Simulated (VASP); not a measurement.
# TiN (dq5) (Fm-3m) in VASP: further runs

The runs below take TiN (dq5) through single point, relaxation of cell and atoms, with LDA.

Everything below comes from runs of VASP 6.6.1. Logs are shortened: lines on timing, memory, paths and dates and some standing lists are left out, and cuts for length are marked.

**1. The cell of the first run**

Symmetry: Fm-3m, No. 225, cubic system. Conventional cell: a = 4.173 Å, b = 4.173 Å, c = 4.173 Å, α = 90.00°, β = 90.00°, γ = 90.00°. Within 2.8 Å of Ti (site symmetry m-3m) lie 6 N at 2.09 Å. N (site symmetry m-3m) has 6 Ti at 2.09 Å within 2.8 Å.

**2. Single point, LDA**

INCAR reads:

```
ALGO = Normal
EDIFF = 1E-6
ENCUT = 520
GGA = CA
ISIF = 2
ISMEAR = -1
LASPH = T
LCHARG = F
LREAL = F
LWAVE = F
NBANDS = 16
NELM = 100
PREC = Accurate
SIGMA = 0.15
```

KPOINTS reads:

```
k-points
0
Gamma
  14 14 14
```

POSCAR reads:

```
TiN
1.0
    0.0000000000      2.0866560794      2.0866560794
    2.0866560794      0.0000000000      2.0866560794
    2.0866560794      2.0866560794      0.0000000000
Ti N
1 1
Direct
    0.0000000000      0.0000000000      0.0000000000
    0.5000000000      0.5000000000      0.5000000000
```

Potentials or basis: VASP PAW LDA potentials, release 64 (Ti_sv, N).

Launch:

```bash
cat potpaw_LDA.64/Ti_sv/POTCAR potpaw_LDA.64/N/POTCAR > POTCAR
mpirun -np 1 vasp_std > vasp.out
```

OUTCAR:

```text
EDIFF = 1E-6
   ENCUT = 520
   GGA = CA
   ISIF = 2
   ISMEAR = -1
   LASPH = T
   LREAL = F
   NELM = 100
   PREC = Accurate

 ion  position               nearest neighbor table
   1  0.000  0.000  0.000-   2 2.09   2 2.09   2 2.09   2 2.09   2 2.09   2 2.09
   2  0.500  0.500  0.500-   1 2.09   1 2.09   1 2.09   1 2.09   1 2.09   1 2.09

  LATTYP: Found a face centered cubic cell.
 ALAT       =     4.1733121588

  Lattice vectors:

 A1 = (   0.0000000000,   2.0866560794,   2.0866560794)
 A2 = (   2.0866560794,   0.0000000000,   2.0866560794)
 A3 = (   2.0866560794,   2.0866560794,   0.0000000000)

Analysis of symmetry for initial positions (statically):
=====================================================================
 Subroutine PRICEL returns:
 Original cell was already a primitive cell.

 Routine SETGRP: Setting up the symmetry group for a
 face centered cubic supercell.

 Subroutine GETGRP returns: Found 48 space group operations
 (whereof 48 operations were pure point group operations)
 out of a pool of 48 trial point group operations.

The static configuration has the point symmetry O_h .

Analysis of symmetry for dynamics (positions and initial velocities):
=====================================================================
 Subroutine PRICEL returns:
 Original cell was already a primitive cell.

 Routine SETGRP: Setting up the symmetry group for a
 face centered cubic supercell.

 Subroutine GETGRP returns: Found 48 space group operations
 (whereof 48 operations were pure point group operations)
 out of a pool of 48 trial point group operations.

The dynamic configuration has the point symmetry O_h .

 Subroutine INISYM returns: Found 48 space group operations
 (whereof 48 operations are pure point group operations),
 and found     1 'primitive' translations

----------------------------------------------------------------------------------------

                                     Primitive cell

  volume of cell :      18.1712

  direct lattice vectors                    reciprocal lattice vectors
     0.000000000  2.086656079  2.086656079    -0.239617829  0.239617829  0.239617829
     2.086656079  0.000000000  2.086656079     0.239617829 -0.239617829  0.239617829
     2.086656079  2.086656079  0.000000000     0.239617829  0.239617829 -0.239617829

  length of vectors
     2.950977327  2.950977327  2.950977327     0.415030255  0.415030255  0.415030255

  position of ions in fractional coordinates (direct lattice)
     0.000000000  0.000000000  0.000000000
     0.500000000  0.500000000  0.500000000

  ion indices of the primitive-cell ions
   primitive index   ion index
                 1           1
                 2           2

----------------------------------------------------------------------------------------

 KPOINTS: k-points

Automatic generation of k-mesh.
 Grid dimensions read from file:
 generate k-points for:   14   14   14

 Generating k-lattice:

  Cartesian coordinates                     Fractional coordinates (reciprocal lattice)
    -0.017115559  0.017115559  0.017115559     0.071428571  0.000000000  0.000000000
     0.017115559 -0.017115559  0.017115559     0.000000000  0.071428571  0.000000000
     0.017115559  0.017115559 -0.017115559     0.000000000  0.000000000  0.071428571

  Length of vectors
     0.029645018  0.029645018  0.029645018

  Shift w.r.t. Gamma in fractional coordinates (k-lattice)
     0.000000000  0.000000000  0.000000000

 Subroutine IBZKPT returns following result:
 ===========================================

 Found    104 irreducible k-points:

 Following reciprocal coordinates:
            Coordinates               Weight
  0.000000  0.000000  0.000000      1.000000
  0.071429  0.000000  0.000000      8.000000
  0.142857  0.000000  0.000000      8.000000
  0.214286  0.000000  0.000000      8.000000
  0.285714  0.000000  0.000000      8.000000
  0.357143  0.000000  0.000000      8.000000
[... 16 lines left out ...]
  0.214286  0.142857  0.000000     24.000000
  0.285714  0.142857  0.000000     24.000000
 [... further k-points ...]
   k-points           NKPTS =    104   k-points in BZ     NKDIM =    104   number of bands    NBANDS=     16
   number of dos      NEDOS =    301   number of ions     NIONS =      2
   total plane-waves  NPLWV =  13824
   dimension x,y,z NGX =    24 NGY =   24 NGZ =   24
   dimension x,y,z NGXF=    48 NGYF=   48 NGZF=   48
   ions per type =               1   1
   NGX,Y,Z   is equivalent  to a cutoff of  13.52, 13.52, 13.52 a.u.
   NGXF,Y,Z  is equivalent  to a cutoff of  27.04, 27.04, 27.04 a.u.
 SYSTEM =  unknown system
   PREC   = accura    normal or accurate (medium, high low for compatibility)
   ISTART =      0    job   : 0-new  1-cont  2-samecut
   ICHARG =      2    charge: 1-file 2-atom 10-const
   ISPIN  =      1    spin polarized calculation?
   LNONCOLLINEAR =      F non collinear calculations
   LSORBIT =      F    spin-orbit coupling
   LASPH  =      T    aspherical Exc in radial PAW
   ENCUT  =  520.0 eV  38.22 Ry    6.18 a.u.   5.49  5.49  5.49*2*pi/ulx,y,z
   NELM   =    100;   NELMIN=  2; NELMDL= -5     # of ELM steps
   EDIFF  = 0.1E-05   stopping-criterion for ELM
   LREAL  =      F    real-space projection
   EDIFFG = 0.1E-04   stopping-criterion for IOM
   NSW    =      0    number of steps for IOM
   IBRION =     -1    ionic relax: 0-MD 1-quasi-New 2-CG
   NFREE  =      0    steps in history (QN), initial steepest desc. (CG)
   ISIF   =      2    stress and relaxation
   ISYM   =      2    0-nonsym 1-usesym 2-fastsym
   POTIM  = 0.5000    time-step for ionic-motion
   TEBEG  =    0.0;   TEEND  =   0.0 temperature during run
   PSTRESS=    0.0 pullay stress
   NELECT =      17.0000    total number of electrons
   NUPDOWN=      -1.0000    fix difference up-down
   EMIN   =  10.00;   EMAX   =-10.00  energy-range for DOS
   EFERMI =   0.00;   METHOD = LEGACY
   ISMEAR =    -1;   SIGMA  =   0.15  broadening in eV -4-tet -1-fermi 0-gaus
   EFERMI_NEDOS =   21; number of points for ismear=-14 and -15
   IALGO  =     38    algorithm
   IMIX   =      4    mixing-type and parameters
     AMIX     =   0.40;   BMIX     =  1.00
     AMIX_MAG =   1.60;   BMIX_MAG =  1.00
  volume/ion in A,a.u.               =       9.09        61.31
  Fermi-wavevector in a.u.,A,eV,Ry     =   1.601144  3.025723 34.880720  2.563661
  Thomas-Fermi vector in A             =   2.698168
   LORBIT       =      0    0 simple, 1 ext, 2 COOP (PROOUT), +10 PAW based schemes
   GGA     = CA    functional components
   LHFCALC =     F    Hartree Fock is set to
   AEXX    =    0.0000 exact exchange contribution
   IVDW    =     0    specifies the selected vdW correction
   LEPSILON=     F    determine dielectric tensor
   LRPA    =     F    only Hartree local field effects (RPA)
 non-spin polarized calculation
  energy-cutoff  :      520.00
  volume of cell :       18.17
 maximum number of plane-waves:       531
 NGX is ok and might be reduce to    24
   NGX = 11   NGY = 11   NGZ = 11

 number of electron      16.9999996 magnetization

 Free energy of the ion-electron system (eV)
  ---------------------------------------------------
  ext. energy  EPLUGINS =         0.00000000
  ---------------------------------------------------
  free energy    TOTEN  =       -21.70088054 eV

  energy without entropy =      -21.64098074  energy(sigma->0) =      -21.67093064

 E-fermi :  11.8346     XC(G=0): -13.6402

 val. band max:       11.8267982978   @ k =   0.3571   0.1429   0.0714
 cond. band min:      11.8378098297   @ k =   0.2857   0.0714   0.0000
 fundamental gap:      0.0110115319
 Fermi energy:        11.8345864302

 k-point     1 :       0.0000    0.0000    0.0000
  band No.  band energies     occupation
      1     -45.2182      2.00000
      2     -21.5348      2.00000
      3     -21.5348      2.00000
      4     -21.5348      2.00000
      5      -5.2742      2.00000
      6       9.7934      2.00000
[... 8 lines left out ...]
     15      25.1773      0.00000
     16      32.3174      0.00000

 k-point     2 :       0.0714    0.0000    0.0000
  band No.  band energies     occupation
      1     -45.2119      2.00000
      2     -21.5768      2.00000
      3     -21.5382      2.00000
      4     -21.5382      2.00000
      5      -5.1639      2.00000
      6       9.1983      2.00000
[... 8 lines left out ...]
     15      25.2869      0.00000
     16      32.1563      0.00000

 k-point     3 :       0.1429    0.0000    0.0000
  band No.  band energies     occupation
      1     -45.1943      2.00000
      2     -21.6930      2.00000
      3     -21.5475      2.00000
      4     -21.5475      2.00000
      5      -4.8473      2.00000
      6       8.0543      2.00000
[... 8 lines left out ...]
     15      25.4249      0.00000
     16      31.6268      0.00000

 k-point     4 :       0.2143    0.0000    0.0000
  band No.  band energies     occupation
      1     -45.1688      2.00000
      2     -21.8571      2.00000
      3     -21.5609      2.00000
      4     -21.5609      2.00000
      5      -4.3651      2.00000
      6       6.7874      2.00000
[... 8 lines left out ...]
     15      25.3021      0.00000
     16      30.6011      0.00000
[... 324 lines left out ...]
 k-point    22 :       0.1429    0.1429    0.0000
  band No.  band energies     occupation
      1     -45.1864      2.00000
      2     -21.6810      2.00000
      3     -21.5825      2.00000
      4     -21.5825      2.00000
      5      -4.7478      2.00000
      6       7.1620      2.00000
[... 8 lines left out ...]
     15      25.7215      0.00000
     16      30.9527      0.00000

 k-point    23 :       0.2143    0.1429    0.0000
  band No.  band energies     occupation
      1     -45.1674      2.00000
      2     -21.7851      2.00000
      3     -21.6049      2.00000
      4     -21.5964      2.00000
      5      -4.4431      2.00000
      6       6.4304      2.00000
[... 8 lines left out ...]
     15      25.8026      0.00000
     16      30.3795      0.00000

 k-point    24 :       0.2857    0.1429    0.0000
  band No.  band energies     occupation
      1     -45.1425      2.00000
      2     -21.9295      2.00000
      3     -21.6248      2.00000
      4     -21.6115      2.00000
      5      -4.0212      2.00000
      6       5.7341      2.00000
[... 8 lines left out ...]
     15      25.5350      0.00000
     16      29.2515      0.00000

 [... further k-points ...]

------------------------ aborting loop because EDIFF is reached ----------------------------------------

  FORCE on cell =-STRESS in cart. coord.  units (eV):
  Direction    XX          YY          ZZ          XY          YZ          ZX
  --------------------------------------------------------------------------------------
  -------------------------------------------------------------------------------------
  Total        0.1168737      0.1168737      0.1168737      0.0000000      0.0000000     -0.0000000
  in kB       10.3049243     10.3049243     10.3049243      0.0000000      0.0000000     -0.0000000
  external PRESSURE =      10.3049243 kB  Pullay stress =       0.0000000 kB

 VOLUME and BASIS-vectors are now :
 -----------------------------------------------------------------------------
  energy-cutoff  :      520.00
  volume of cell :       18.17
      direct lattice vectors                 reciprocal lattice vectors
     0.000000000  2.086656079  2.086656079    -0.239617829  0.239617829  0.239617829
     2.086656079  0.000000000  2.086656079     0.239617829 -0.239617829  0.239617829
     2.086656079  2.086656079  0.000000000     0.239617829  0.239617829 -0.239617829

 POSITION                                       TOTAL-FORCE (eV/Angst)
 -----------------------------------------------------------------------------------
      0.00000      0.00000      0.00000         0.000000      0.000000     -0.000000
      2.08666      2.08666      2.08666        -0.000000     -0.000000      0.000000
 -----------------------------------------------------------------------------------
    total drift:                                0.000000     -0.000000     -0.000000

  FREE ENERGIE OF THE ION-ELECTRON SYSTEM (eV)
  ---------------------------------------------------
  free  energy   TOTEN  =       -21.7008805412 eV

  energy  without entropy=      -21.6409807435  energy(sigma->0) =      -21.67093064
```

It took 32 s on 1 thread of Intel Xeon Platinum 8488C (Sapphire Rapids), shared host; peak memory 0.15 GiB.

What came out:

* Free energy: -21.7009 eV
* Pressure: 1.0 GPa

**3. Relaxation of cell and atoms, LDA**

INCAR reads:

```
SYSTEM = TiN
  ALGO = Normal
  EDIFF = 1E-6
  EDIFFG = -0.002
  ENCUT = 600
  GGA = CA
  IBRION = 2
  ISIF = 3
  ISMEAR = 0
  LASPH = .TRUE.
  LCHARG = .FALSE.
  LREAL = .FALSE.
  LWAVE = .FALSE.
  NELM = 60
  NSW = 100
  PREC = Accurate
  SIGMA = 0.1
```

KPOINTS reads:

```
k-points
0
G
  14 14 14
  0 0 0
```

POSCAR reads:

```
TiN
1.0
    0.0000000000      2.0862956349      2.0862956349
    2.0862956349      0.0000000000      2.0862956349
    2.0862956349      2.0862956349      0.0000000000
Ti N
1 1
Direct
    0.0000000000      0.0000000000      0.0000000000
    0.5000000000      0.5000000000      0.5000000000
```

Potentials or basis: VASP PAW LDA potentials, release 64 (Ti_sv, N).

Launch:

```bash
cat potpaw_LDA.64/Ti_sv/POTCAR potpaw_LDA.64/N/POTCAR > POTCAR
mpirun -np 1 vasp_std > vasp.out
```

Run time: 49 s. Hardware: 1 thread of Intel Xeon Platinum 8488C (Sapphire Rapids), shared host; peak memory 0.16 GiB.

The run converged. Its results:

```
Free energy                            : -21.6718 eV
Relaxed volume                         : 9.10 Å³/atom
Relaxed cell                           : a = 2.953 Å, b = 2.953 Å, c = 2.953 Å, α = 60.00°, β = 60.00°, γ = 60.00°
Space group after relaxing (to 0.05 Å) : Fm-3m (No. 225)
Energy gained by relaxing              : 0.1 meV/atom
Ionic steps                            : 3
Pressure after relaxing                : 0.0 GPa
```

The path:
```
step  energy change (eV)  largest force (eV/Å)  pressure (GPa)  volume (Å³)
   1              0.0000                0.0000            0.79        18.16
   2              0.0002                0.0000           -1.17        18.28
   3             -0.0001                0.0000           -0.03        18.21
```

Final structure:
```xyz
2
Lattice="0.0000 2.0881 2.0881 2.0881 0.0000 2.0881 2.0881 2.0881 0.0000" Properties=species:S:1:pos:R:3 pbc="T T T"
Ti    0.0000    0.0000    0.0000
N     2.0881    2.0881    2.0881
```

Levels at points of the mesh, in eV from the Fermi level:
```
           k point  band 7  band 8  band 9  band 10  band 11  band 12
(0.00, 0.00, 0.00)   -2.05   -2.05   -0.69    -0.69    -0.69     0.60
(0.50, 0.00, 0.00)   -5.72   -5.72    1.81     1.81     2.55     6.13
(0.50, 0.50, 0.00)   -3.31   -3.24   -3.24     1.75     2.58     2.58
```

[end of part 1 of 2]
